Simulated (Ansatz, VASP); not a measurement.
One calculation of C, two programs

```xyz
2
Lattice="0.0000 1.7834 1.7834 1.7834 0.0000 1.7834 1.7834 1.7834 0.0000" Properties=species:S:1:pos:R:3 pbc="T T T"
C     1.7834    1.7834    1.7834
C     2.6751    2.6751    2.6751
```

Alike in both runs: task single point; functional PBE; k mesh 7 × 7 × 7; occupations fermi-dirac, width 0.1 eV; no spin polarisation.

|  | VASP | Ansatz |
| --- | --- | --- |
| version | VASP 6.6.1 | Ansatz 0.2.0 |
| potentials or method | VASP PAW PBE potentials, release 64 (C), cutoff 520 eV | PAW, plane waves, scalar-relativistic |
| valence electrons in the cell | 8 | 8 |

Ansatz gave:

```
pressure (GPa) : 1.8
```

Question: Which values does VASP return?

Answer: Pressure (GPa): 2.5.

With one functional, cell and mesh, what is left measures potentials, basis and numerics.

The k mesh is coarse, so the values compare programs but aren't converged.
